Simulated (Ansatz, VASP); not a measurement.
This is a calculation of SiNi3 for VASP 6.6.1.

File INCAR:

```
SYSTEM = SiNi3
PREC = Accurate
ENCUT = 520
EDIFF = 1E-6
ISMEAR = -1
SIGMA = 0.05
LREAL = .False.
LASPH = .True.
NELM = 150
ALGO = Normal
ISIF = 2
LWAVE = .False.
LCHARG = .True.
ISPIN = 2
MAGMOM = 1 1 1 0
LORBIT = 11
LMAXMIX = 4
GGA = PE
LELF = .True.
LVHAR = .True.
NBANDS = 29
```

The input KPOINTS:

```
regular mesh
0
Gamma
  8 8 8
  0 0 0
```

Contents of POSCAR:

```
SiNi3
1.0
    3.5182274716      0.0000000000      0.0000000000
    0.0000000000      3.5182274716      0.0000000000
    0.0000000000      0.0000000000      3.5182274716
Ni Si
3 1
Direct
    0.5000000000      0.5000000000      0.0000000000
    0.5000000000      0.0000000000      0.5000000000
    0.0000000000      0.5000000000      0.5000000000
    0.0000000000      0.0000000000      0.0000000000
```

Potentials or basis: VASP PAW PBE potentials, release 64 (Ni, Si).

Command:

```sh
$ cat potpaw_PBE.64/Ni/POTCAR potpaw_PBE.64/Si/POTCAR > POTCAR
$ mpirun -np 1 vasp_std > vasp.out
```

Set up the same calculation for Ansatz 0.2.0. Potentials there: all-electron LAPW, scalar-relativistic.

As run (the cutoff follows the program's own potentials):

input.yaml

```yaml
crystal:
  lattice:
    - [3.5182274716, 0.0, 0.0]
    - [0.0, 3.5182274716, 0.0]
    - [0.0, 0.0, 3.5182274716]
  atoms:
    - { symbol: Ni, position: [0.5, 0.5, 0.0], spin: 1.0 }
    - { symbol: Ni, position: [0.5, 0.0, 0.5], spin: 1.0 }
    - { symbol: Ni, position: [0.0, 0.5, 0.5], spin: 1.0 }
    - { symbol: Si, position: [0.0, 0.0, 0.0] }
kpoints:
  mp_grid: { grid: [8, 8, 8] }
scf:
  occupations: { method: fermi_dirac, width: 0.05 }
hamiltonian:
  xc: pbe
  pseudopotentials: { kind: all_electron, lapw: { basis_error: 0.001 } }
magnetization:
  spin_polarized: true
output:
  forces: true
  stress: true
  eigenvalues: true
```

Potentials or basis: all-electron LAPW, scalar-relativistic.

Launch:

```sh
$ ansatz run input.yaml --threads 4 --pin off --max-ram 12288MiB --backend cpu --events-out ev --progress --plain --runs-dir out
```

Both were run:

|  | VASP | Ansatz | Ansatz less VASP |
| --- | --- | --- | --- |
| gap on the k mesh at the Fermi level (eV) | none | none | - |
| pressure (GPa) | -2.1 | -2.1 | -0.07 |
| net moment per atom (μB) | 0.00 | 0.00 | 0.000 |

A gap of «none» marks a metal or a gap that the smearing closes. Ansatz ran all-electron here, and VASP with PAW potentials.
